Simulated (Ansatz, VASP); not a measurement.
# One calculation of CsPbCl3, two programs

The input POSCAR:

```
CsPbCl3
1.0
    4.0141224310      2.3175546661      3.2773182345
   -4.0141224310      2.3175546661      3.2773182345
    0.0000000000     -4.6351093322      3.2773182345
Cs Pb Cl
1 1 3
Direct
    0.5000000000      0.5000000000      0.5000000000
    0.0000000000      0.0000000000      0.0000000000
    0.5000000000      0.0000514515      0.9999485485
    0.0000514515      0.9999485485      0.5000000000
    0.9999485485      0.5000000000      0.0000514515
```

Contents of INCAR.step1:

```
SYSTEM = CsPbCl3
ALGO = Normal
EDIFF = 1E-5
ENCUT = 520
GGA = PE
ISIF = 2
ISMEAR = 0
LASPH = .True.
LCHARG = .False.
LREAL = .False.
LWAVE = .True.
NBANDS = 30
NELM = 60
PREC = Accurate
SIGMA = 0.01
```

Contents of INCAR.step2:

```
SYSTEM = CsPbCl3
ALGO = Normal
EDIFF = 1E-6
ENCUT = 520
GGA = PE
HFSCREEN = 0.2079
ISIF = 2
ISMEAR = 0
ISTART = 1
LASPH = .True.
LCHARG = .False.
LHFCALC = .True.
LREAL = .False.
LWAVE = .False.
NBANDS = 30
NELM = 60
PREC = Accurate
PRECFOCK = Fast
SIGMA = 0.01
```

KPOINTS

```
k-points
0
Gamma
  2 2 2
  0 0 0
```

Input for Ansatz:

```yaml
crystal:
  lattice:
    - [4.014122431, 2.3175546661, 3.2773182345]
    - [-4.014122431, 2.3175546661, 3.2773182345]
    - [0.0, -4.6351093322, 3.2773182345]
  atoms:
    - { symbol: Cs, position: [0.5, 0.5, 0.5] }
    - { symbol: Pb, position: [0.0, 0.0, 0.0] }
    - { symbol: Cl, position: [0.5, 5.14515e-05, 0.9999485485] }
    - { symbol: Cl, position: [5.14515e-05, 0.9999485485, 0.5] }
    - { symbol: Cl, position: [0.9999485485, 0.5, 5.14515e-05] }
kpoints:
  mp_grid: { grid: [2, 2, 2] }
hamiltonian:
  xc: hse06
scf:
  occupations: { method: fixed }
  n_extra_bands: 5
output:
  forces: true
  stress: true
  eigenvalues: true
```

Alike in both runs: task single point; functional HSE06; k mesh 2 × 2 × 2; no spin polarisation.

```csv
,VASP,Ansatz
version,VASP 6.6.1,Ansatz 0.2.0
potentials or method,"VASP PAW PBE potentials, release 64 (Cs_sv, Pb_d, Cl)","plane waves, PAW"
plane-wave cutoff (eV),520,420
occupations,"gaussian, width 0.01 eV",fixed
valence electrons in the cell,44,44
```

|  | VASP | Ansatz | Ansatz less VASP |
| --- | --- | --- | --- |
| gap on the k mesh at the Fermi level (eV) | 2.87 | 2.86 | -0.010 |
| pressure (GPa) | 1.4 | 1.4 | +0.09 |

Ansatz's warnings: stress exchange threshold loose, stress scf threshold loose.

The k mesh is coarse, so the values compare programs but aren't converged. Neither program's run includes spin-orbit coupling.
